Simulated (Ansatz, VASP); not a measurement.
Two plane-wave programs on HfO2

```
Hf O
1.0
     0.00000    2.51502    2.54892
     2.48086    0.00000    2.54892
     2.48086    2.51502    0.00000
Hf O
1 2
Direct
  0.00000 0.00000 0.00000
  0.25000 0.25000 0.25000
  0.75000 0.75000 0.75000
```

Change from the starting cell: normal strain along x -0.0267, normal strain along y -0.0133.

Alike in both runs: task single point; functional PBE; k mesh 8 × 8 × 8; occupations gaussian, width 0.05 eV; no spin polarisation.

|  | VASP | Ansatz |
| --- | --- | --- |
| version | VASP 6.6.1 | Ansatz 0.2.0 |
| potentials or method | VASP PAW PBE potentials, release 64 (Hf_pv, O), cutoff 520 eV | scalar-relativistic, plane waves, PAW |
| valence electrons in the cell | 22 | 38 |

```csv
,VASP,Ansatz,Ansatz less VASP
gap on the k mesh at the Fermi level (eV),3.64,3.64,+0.002
least direct gap on the mesh (eV),3.70,3.68,-0.015
pressure (GPa),6.8,10.9,+4.06
"traceless stress, the component that is largest in VASP (GPa)",6.56,6.43,-0.121
```

One of these differences is far larger than is usual between the two programs; its cause wasn't traced. With one functional, cell and mesh, what is left measures potentials, basis and numerics. VASP's potentials hold 22 valence electrons a cell and Ansatz's 38, so a difference there can come from the potentials and not from the codes.

Neither program's run includes spin-orbit coupling.
